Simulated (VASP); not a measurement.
# C in VASP: notebook

The runs below take C through single point, relaxation of the atoms, with PBE+D3(BJ).

Program: VASP 6.6.1. These are calculated values, not measurements. Logs are shortened: lines on timing, memory, paths and dates and some standing lists are left out, and cuts for length are marked.

**1. The cell of the first run**

The cell holds a slab with vacuum, 4 atoms: a = 2.456 Å, b = 2.456 Å, c = 26.524 Å, α = 90.00°, β = 90.00°, γ = 120.00°.

**2. Single point, PBE+D3(BJ)**

Input file INCAR:

```
PREC     = Accurate       # precision mode
ENCUT    = 520            # plane-wave cutoff, eV
EDIFF    = 1E-6           # SCF threshold, eV
ISMEAR   = 0              # smearing method
SIGMA    = 0.05           # smearing width, eV
LREAL    = F              # projectors in reciprocal space
LASPH    = T              # aspherical terms in the spheres
NELM     = 60             # most SCF steps
ALGO     = Normal         # electronic algorithm
ISIF     = 2              # what is computed and relaxed
LWAVE    = F              # write WAVECAR
LCHARG   = F              # write CHGCAR
LDIPOL   = T            
IDIPOL   = 3            
DIPOL    = 0.5 0.5 0.500
GGA      = PE             # functional
IVDW     = 12             # dispersion correction
NBANDS   = 16             # bands
```

Input file KPOINTS:

```
Automatic mesh
0
Gamma
  12 12 1
```

Input file POSCAR:

```
C
1.0
    2.4561701631      0.0000000000      0.0000000000
   -1.2280850816      2.1271057573      0.0000000000
    0.0000000000      0.0000000000     26.5238035001
C
4
Direct
    0.3333333333      0.6666666667      0.3393178508
    0.6666666667      0.3333333333      0.3393178508
    0.3333333333      0.6666666667      0.6606821492
    0.6666666667      0.3333333333      0.6606821492
```

Potentials or basis: VASP PAW PBE potentials, release 64 (C).

Run with:

```
$ cat potpaw_PBE.64/C/POTCAR > POTCAR
$ mpirun -np 1 vasp_std > vasp.out
```

OUTCAR:

```text
PREC = Accurate
   ENCUT = 520
   EDIFF = 1E-6
   ISMEAR = 0
   LREAL = F
   LASPH = T
   NELM = 60
   ISIF = 2
   GGA = PE
   IVDW = 12
 IVDW          = 12

 ion  position               nearest neighbor table
   1  0.333  0.667  0.339-   2 1.42   2 1.42   2 1.42
   2  0.667  0.333  0.339-   1 1.42   1 1.42   1 1.42
   3  0.333  0.667  0.661-   4 1.42   4 1.42   4 1.42
   4  0.667  0.333  0.661-   3 1.42   3 1.42   3 1.42

  LATTYP: Found a hexagonal cell.
 ALAT       =     2.4561701631
 C/A-ratio  =    10.7988460647

  Lattice vectors:

 A1 = (   2.4561701631,   0.0000000000,   0.0000000000)
 A2 = (  -1.2280850816,   2.1271057573,   0.0000000000)
 A3 = (   0.0000000000,   0.0000000000,  26.5238035001)

Analysis of symmetry for initial positions (statically):
=====================================================================
 Subroutine PRICEL returns:
 Original cell was already a primitive cell.

 Routine SETGRP: Setting up the symmetry group for a
 hexagonal supercell.

 Subroutine GETGRP returns: Found 24 space group operations
 (whereof 24 operations were pure point group operations)
 out of a pool of 24 trial point group operations.

The static configuration has the point symmetry D_6h.

Analysis of symmetry for dynamics (positions and initial velocities):
=====================================================================
 Subroutine PRICEL returns:
 Original cell was already a primitive cell.

 Routine SETGRP: Setting up the symmetry group for a
 hexagonal supercell.

 Subroutine GETGRP returns: Found 24 space group operations
 (whereof 24 operations were pure point group operations)
 out of a pool of 24 trial point group operations.

The dynamic configuration has the point symmetry D_6h.

 Subroutine INISYM returns: Found 24 space group operations
 (whereof 24 operations are pure point group operations),
 and found     1 'primitive' translations

----------------------------------------------------------------------------------------

                                     Primitive cell

  volume of cell :     138.5745

  direct lattice vectors                    reciprocal lattice vectors
     2.456170163  0.000000000  0.000000000     0.407137915  0.235061185  0.000000000
    -1.228085082  2.127105757  0.000000000     0.000000000  0.470122370  0.000000000
     0.000000000  0.000000000 26.523803500     0.000000000  0.000000000  0.037701983

  length of vectors
     2.456170163  2.456170163 26.523803500     0.470122370  0.470122370  0.037701983

  position of ions in fractional coordinates (direct lattice)
     0.333333333  0.666666667  0.339317851
     0.666666667  0.333333333  0.339317851
     0.333333333  0.666666667  0.660682149
     0.666666667  0.333333333  0.660682149

  ion indices of the primitive-cell ions
   primitive index   ion index
                 1           1
                 2           2
                 3           3
                 4           4

----------------------------------------------------------------------------------------

 KPOINTS: Automatic mesh

Automatic generation of k-mesh.
 Grid dimensions read from file:
 generate k-points for:   12   12    1

 Generating k-lattice:

  Cartesian coordinates                     Fractional coordinates (reciprocal lattice)
     0.033928160  0.019588432  0.000000000     0.083333333  0.000000000  0.000000000
     0.000000000  0.039176864  0.000000000     0.000000000  0.083333333  0.000000000
     0.000000000  0.000000000  0.037701983     0.000000000  0.000000000  1.000000000

  Length of vectors
     0.039176864  0.039176864  0.037701983

  Shift w.r.t. Gamma in fractional coordinates (k-lattice)
     0.000000000  0.000000000  0.000000000

 Subroutine IBZKPT returns following result:
 ===========================================

 Found     19 irreducible k-points:

 Following reciprocal coordinates:
            Coordinates               Weight
  0.000000  0.000000  0.000000      1.000000
  0.083333  0.000000  0.000000      6.000000
  0.166667  0.000000  0.000000      6.000000
  0.250000  0.000000  0.000000      6.000000
  0.333333 -0.000000  0.000000      6.000000
  0.416667 -0.000000  0.000000      6.000000
[... 11 lines left out ...]
  0.333333  0.250000  0.000000     12.000000
  0.333333  0.333333  0.000000      2.000000
   k-points           NKPTS =     19   k-points in BZ     NKDIM =     19   number of bands    NBANDS=     16
   number of dos      NEDOS =    301   number of ions     NIONS =      4
   total plane-waves  NPLWV =  64800
   dimension x,y,z NGX =    18 NGY =   18 NGZ =  200
   dimension x,y,z NGXF=    36 NGYF=   36 NGZF=  400
   ions per type =               4
   NGX,Y,Z   is equivalent  to a cutoff of  12.18, 12.18, 12.54 a.u.
   NGXF,Y,Z  is equivalent  to a cutoff of  24.37, 24.37, 25.07 a.u.
 SYSTEM =  unknown system
   PREC   = accura    normal or accurate (medium, high low for compatibility)
   ISTART =      0    job   : 0-new  1-cont  2-samecut
   ICHARG =      2    charge: 1-file 2-atom 10-const
   ISPIN  =      1    spin polarized calculation?
   LNONCOLLINEAR =      F non collinear calculations
   LSORBIT =      F    spin-orbit coupling
   LASPH  =      T    aspherical Exc in radial PAW
   ENCUT  =  520.0 eV  38.22 Ry    6.18 a.u.   4.57  4.57 49.32*2*pi/ulx,y,z
   NELM   =     60;   NELMIN=  2; NELMDL= -5     # of ELM steps
   EDIFF  = 0.1E-05   stopping-criterion for ELM
   LREAL  =      F    real-space projection
   EDIFFG = 0.1E-04   stopping-criterion for IOM
   NSW    =      0    number of steps for IOM
   IBRION =     -1    ionic relax: 0-MD 1-quasi-New 2-CG
   NFREE  =      0    steps in history (QN), initial steepest desc. (CG)
   ISIF   =      2    stress and relaxation
   ISYM   =      2    0-nonsym 1-usesym 2-fastsym
   POTIM  = 0.5000    time-step for ionic-motion
   TEBEG  =    0.0;   TEEND  =   0.0 temperature during run
   PSTRESS=    0.0 pullay stress
   NELECT =      16.0000    total number of electrons
   NUPDOWN=      -1.0000    fix difference up-down
   EMIN   =  10.00;   EMAX   =-10.00  energy-range for DOS
   EFERMI =   0.00;   METHOD = LEGACY
   ISMEAR =     0;   SIGMA  =   0.05  broadening in eV -4-tet -1-fermi 0-gaus
   EFERMI_NEDOS =   21; number of points for ismear=-14 and -15
   IALGO  =     38    algorithm
   IMIX   =      4    mixing-type and parameters
     AMIX     =   0.40;   BMIX     =  1.00
     AMIX_MAG =   1.60;   BMIX_MAG =  1.00
  volume/ion in A,a.u.               =      34.64       233.79
  Fermi-wavevector in a.u.,A,eV,Ry     =   0.797175  1.506442  8.646341  0.635488
  Thomas-Fermi vector in A             =   1.903841
   LORBIT       =      0    0 simple, 1 ext, 2 COOP (PROOUT), +10 PAW based schemes
   GGA     = PE    functional components
   LHFCALC =     F    Hartree Fock is set to
   AEXX    =    0.0000 exact exchange contribution
   IVDW    =    12    specifies the selected vdW correction
   LEPSILON=     F    determine dielectric tensor
   LRPA    =     F    only Hartree local field effects (RPA)
 non-spin polarized calculation
 Gauss-broadening in eV      SIGMA  =   0.05
  energy-cutoff  :      520.00
  volume of cell :      138.57
 maximum number of plane-waves:      3788
   NGX =  9   NGY =  9   NGZ = 99

 dipolmoment           0.000000      0.000000     -0.000000 electrons x Angstroem

 number of electron      15.9999996 magnetization

 dipolmoment           0.000000      0.000000      0.000000 electrons x Angstroem

 Free energy of the ion-electron system (eV)
  ---------------------------------------------------
  ext. energy  EPLUGINS =         0.00000000
  ---------------------------------------------------
  free energy    TOTEN  =       -36.88379804 eV

  energy without entropy =      -36.88223084  energy(sigma->0) =      -36.88301444

 E-fermi :  -1.9354     XC(G=0):  -3.2337

 val. band max:       -1.9354001401   @ k =   0.3333   0.3333   0.0000
 cond. band min:      -1.9353744166   @ k =   0.3333   0.3333   0.0000
 fundamental gap:      0.0000257235
 Fermi energy:        -1.9353872783

 k-point     1 :       0.0000    0.0000    0.0000
  band No.  band energies     occupation
      1     -21.5542      2.00000
      2     -21.5542      2.00000
      3      -9.6337      2.00000
      4      -9.6335      2.00000
      5      -4.9767      2.00000
      6      -4.9767      2.00000
[... 8 lines left out ...]
     15       4.4102      0.00000
     16       5.9640      0.00000

 k-point     2 :       0.0833    0.0000    0.0000
  band No.  band energies     occupation
      1     -21.3890      2.00000
      2     -21.3890      2.00000
      3      -9.4360      2.00000
      4      -9.4358      2.00000
      5      -5.6306      2.00000
      6      -5.6306      2.00000
[... 8 lines left out ...]
     15       4.6347      0.00000
     16       6.1794      0.00000

 k-point     3 :       0.1667    0.0000    0.0000
  band No.  band energies     occupation
      1     -20.8952      2.00000
      2     -20.8952      2.00000
      3      -8.8481      2.00000
      4      -8.8479      2.00000
      5      -7.2775      2.00000
      6      -7.2775      2.00000
[... 8 lines left out ...]
     15       5.3061      0.00000
     16       6.4530      0.00000

 k-point     4 :       0.2500    0.0000    0.0000
  band No.  band energies     occupation
      1     -20.0785      2.00000
      2     -20.0785      2.00000
      3      -9.3889      2.00000
      4      -9.3889      2.00000
      5      -7.8893      2.00000
      6      -7.8891      2.00000
[... 8 lines left out ...]
     15       5.4105      0.00000
     16       5.7416      0.00000

 k-point     5 :       0.3333   -0.0000    0.0000
  band No.  band energies     occupation
      1     -18.9510      2.00000
      2     -18.9510      2.00000
      3     -11.6069      2.00000
      4     -11.6068      2.00000
      5      -7.7501      2.00000
      6      -7.7501      2.00000
[... 8 lines left out ...]
     15       5.8776      0.00000
     16       6.2931      0.00000

 k-point     6 :       0.4167   -0.0000    0.0000
  band No.  band energies     occupation
      1     -17.5431      2.00000
      2     -17.5431      2.00000
      3     -13.7228      2.00000
      4     -13.7228      2.00000
      5      -8.2274      2.00000
      6      -8.2274      2.00000
[... 8 lines left out ...]
     15       7.6096      0.00000
     16       8.3418      0.00000
[... 172 lines left out ...]
 k-point    16 :       0.4167    0.1667    0.0000
  band No.  band energies     occupation
      1     -15.8351      2.00000
      2     -15.8351      2.00000
      3     -14.8454      2.00000
      4     -14.8454      2.00000
      5     -10.2182      2.00000
      6     -10.2182      2.00000
[... 8 lines left out ...]
     15       9.7551      0.00000
     16       9.8805      0.00000

 k-point    17 :       0.2500    0.2500    0.0000
  band No.  band energies     occupation
      1     -17.2385      2.00000
      2     -17.2385      2.00000
      3     -12.4974      2.00000
      4     -12.4974      2.00000
      5     -10.9555      2.00000
      6     -10.9555      2.00000
[... 8 lines left out ...]
     15       8.7499      0.00000
     16       9.4976      0.00000

 k-point    18 :       0.3333    0.2500    0.0000
  band No.  band energies     occupation
      1     -15.8018      2.00000
      2     -15.8018      2.00000
      3     -13.9337      2.00000
      4     -13.9337      2.00000
      5     -11.6666      2.00000
      6     -11.6666      2.00000
[... 8 lines left out ...]
     15      10.3839      0.00000
     16      10.3946      0.00000

 k-point    19 :       0.3333    0.3333    0.0000
  band No.  band energies     occupation
      1     -14.5713      2.00000
      2     -14.5713      2.00000
      3     -14.5713      2.00000
      4     -14.5713      2.00000
      5     -12.5828      2.00000
      6     -12.5828      2.00000
[... 8 lines left out ...]
     15      11.0643      0.00000
     16      11.0643      0.00000

------------------------ aborting loop because EDIFF is reached ----------------------------------------

 vacuum level on the upper side and lower side of the slab       (xc-potential included)        -0.146        -0.146

 Edisp (eV)   -0.35838

 E8    (eV) :    -0.1112

  FORCE on cell =-STRESS in cart. coord.  units (eV):
  Direction    XX          YY          ZZ          XY          YZ          ZX
  --------------------------------------------------------------------------------------
  -------------------------------------------------------------------------------------
  Total       1.27762     1.27762    -0.03600    -0.00000    -0.00000     0.00000
  in kB      14.77163    14.77163    -0.41625    -0.00000    -0.00000     0.00000
  external pressure =        9.71 kB  Pullay stress =        0.00 kB

 VOLUME and BASIS-vectors are now :
 -----------------------------------------------------------------------------
  energy-cutoff  :      520.00
  volume of cell :      138.57
      direct lattice vectors                 reciprocal lattice vectors
     2.456170163  0.000000000  0.000000000     0.407137915  0.235061185  0.000000000
    -1.228085082  2.127105757  0.000000000     0.000000000  0.470122370  0.000000000
     0.000000000  0.000000000 26.523803500     0.000000000  0.000000000  0.037701983

 POSITION                                       TOTAL-FORCE (eV/Angst)
 -----------------------------------------------------------------------------------
     -0.00000      1.41807      9.00000         0.000000      0.000000      0.000734
      1.22809      0.70904      9.00000        -0.000000      0.000000      0.000734
     -0.00000      1.41807     17.52380         0.000000     -0.000000     -0.000734
      1.22809      0.70904     17.52380        -0.000000      0.000000     -0.000734
 -----------------------------------------------------------------------------------
    total drift:                                0.000000      0.000000      0.000000

  FREE ENERGIE OF THE ION-ELECTRON SYSTEM (eV)
  ---------------------------------------------------
  free  energy   TOTEN  =       -37.2421761362 eV

  energy  without entropy=      -37.2406089430  energy(sigma->0) =      -37.24139254

 vacuum level on the upper side and lower side of the slab         2.164         2.164
```

Run time: 96 s. Hardware: 1 thread of Intel Xeon 8259CL, shared host; peak memory 0.25 GiB.

Results:

- Free energy: -37.2422 eV
- Band gap on the k mesh: zero (filled and empty bands touch)
- Dispersion energy per atom: -0.090 eV

**3. Relaxation of the atoms, PBE+D3(BJ)**

Input file INCAR:

```
ALGO = Normal ; DIPOL = 0.5 0.5 0.500
EDIFF = 1E-7 ; EDIFFG = -0.04
ENCUT = 520 ; GGA = PE
IBRION = 2 ; IDIPOL = 3
ISIF = 2 ; ISMEAR = 0
IVDW = 12 ; LASPH = T
LCHARG = F ; LDIPOL = T
LREAL = F ; LWAVE = F
NELM = 80 ; NSW = 60
PREC = Accurate ; SIGMA = 0.05
```

Input file KPOINTS:

```
k-points
0
Gamma
  12 12 1
```

Input file POSCAR:

```
C
1.0
    2.4561701600      0.0000000000      0.0000000000
   -1.2280850800      2.1271057600      0.0000000000
    0.0000000000      0.0000000000     26.5238035001
C
4
Direct
    0.3333333300      0.6666666600      0.3393178508
    0.6666666700      0.3333333400      0.3393178508
    0.3333333300      0.6666666600      0.6606821492
    0.6666666700      0.3333333400      0.6606821492
```

Potentials or basis: VASP PAW PBE potentials, release 64 (C).

Run with:

```
$ cat potpaw_PBE.64/C/POTCAR > POTCAR
$ mpirun -np 1 vasp_std > vasp.out
```

Wall time 70 s (1 thread of Intel Xeon 8259CL, shared host); peak memory 0.24 GiB.

It converged, with:

```
Free energy                : -37.2422 eV
Band gap on the k mesh     : zero (filled and empty bands touch)
Dispersion energy per atom : -0.090 eV
```

Final structure:
```yaml
crystal:
  lattice:
    - [2.45617, 0.00000, 0.00000]
    - [-1.22809, 2.12711, 0.00000]
    - [0.00000, 0.00000, 26.52380]
  atoms:
    - { symbol: C, position: [0.33333, 0.66667, 0.33932] }
    - { symbol: C, position: [0.66667, 0.33333, 0.33932] }
    - { symbol: C, position: [0.33333, 0.66667, 0.66068] }
    - { symbol: C, position: [0.66667, 0.33333, 0.66068] }
```

Levels at points of the mesh, in eV from the Fermi level:
```tsv
k point	band 6	band 7	band 8	band 9	band 10	band 11
(0.00, 0.00, 0.00)	-3.04	-3.04	-3.04	3.06	3.38	3.89
(0.50, 0.00, 0.00)	-6.46	-2.38	-2.38	1.68	1.68	7.48
```

Caveat: the relaxation stopped at its first step, so nothing moved.
